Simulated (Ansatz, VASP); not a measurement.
MnO in VASP and in Ansatz

```
Mn O
1.0
     3.37170    0.00000    0.00000
    -1.68585    2.91998    0.00000
     0.00000    0.00000    5.38550
Mn O
2 2
Direct
  0.33333 0.66667 0.01096
  0.66667 0.33333 0.51096
  0.33333 0.66667 0.37547
  0.66667 0.33333 0.87547
```

Alike in both runs: task single point; functional r2SCAN; k mesh 6 × 6 × 4; occupations gaussian, width 0.05 eV; collinear spin; Hubbard terms Mn d U = 4.0 eV.

```csv
,VASP,Ansatz
version,VASP 6.6.1,Ansatz 0.2.0
potentials or method,"VASP PAW PBE potentials, release 64 (Mn_pv, O), cutoff 520 eV","scalar-relativistic, plane waves, PAW"
valence electrons in the cell,38,42
```

```csv
,VASP,Ansatz,Ansatz less VASP
gap on the k mesh at the Fermi level (eV),0.21,0.18,-0.023
least direct gap on the mesh (eV),0.21,0.18,-0.023
pressure (GPa),8.5,8.4,-0.08
"traceless stress, the component that is largest in VASP (GPa)",6.95,6.74,-0.211
rms of the force components (eV/Å),0.555,0.534,-0.0218
net moment per atom (μB),2.50,2.50,0.000
size of the moment on the site where the two differ most (μB),4.63,4.01,-0.614
```

VASP's potentials were made for PBE, not for r2SCAN. Site moments also hang on the region over which each program counts them. The programs project onto different local orbitals, so the same U acts differently, and such runs can settle in different states. Atom by atom the forces differ by 0.022 eV/Å (rms over components). VASP's potentials hold 38 valence electrons a cell and Ansatz's 42, so a difference there can come from the potentials and not from the codes. Ansatz's warnings: stability check not made.
